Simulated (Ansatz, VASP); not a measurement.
# Si: VASP beside Ansatz

Contents of INCAR:

```
PREC = Accurate
ENCUT = 520
EDIFF = 1E-7
ISMEAR = 0
SIGMA = 0.15
LREAL = F
LASPH = T
NELM = 60
ALGO = Normal
ISIF = 2
LWAVE = F
LCHARG = F
GGA = PS
NBANDS = 8
```

KPOINTS

```
Automatic mesh
0
Gamma
  24 24 24
```

The input POSCAR:

```
Si
1.0
    0.0000000000      1.7981603841      2.1577924609
    1.7981603841      0.0000000000      2.1577924609
    1.7981603841      1.7981603841      0.0000000000
Si
1
Direct
    0.0000000000      0.0000000000      0.0000000000
```

Input for Ansatz:

```yaml
crystal:
  lattice:
    - [0.0, 1.7981603841, 2.1577924609]
    - [1.7981603841, 0.0, 2.1577924609]
    - [1.7981603841, 1.7981603841, 0.0]
  atoms:
    - { symbol: Si, position: [0.0, 0.0, 0.0] }
basis:
  ecutwfc: 420
kpoints:
  mp_grid: { grid: [24, 24, 24] }
hamiltonian:
  xc: pbesol
scf:
  occupations: { method: gaussian, width: 0.15 }
output:
  forces: true
  stress: true
  eigenvalues: true
```

Alike in both runs: task single point; functional PBEsol; k mesh 24 × 24 × 24; occupations gaussian, width 0.15 eV; no spin polarisation.

```csv
,VASP,Ansatz
version,VASP 6.6.1,Ansatz 0.2.0
potentials or method,"VASP PAW PBE potentials, release 64 (Si), cutoff 520 eV","scalar-relativistic, plane waves, PAW"
valence electrons in the cell,4,4
```

Ansatz gave:

* gap on the k mesh at the Fermi level (eV): none
* pressure (GPa): 2.3
* traceless stress, the component that is largest in VASP (GPa): -0.15

Problem. Which values does VASP return?

Solution. gap on the k mesh at the Fermi level (eV): none; pressure (GPa): 2.5; traceless stress, the component that is largest in VASP (GPa): -0.18.

VASP's potentials were made for PBE, not for PBEsol. A gap of «none» marks a metal or a gap that the smearing closes.
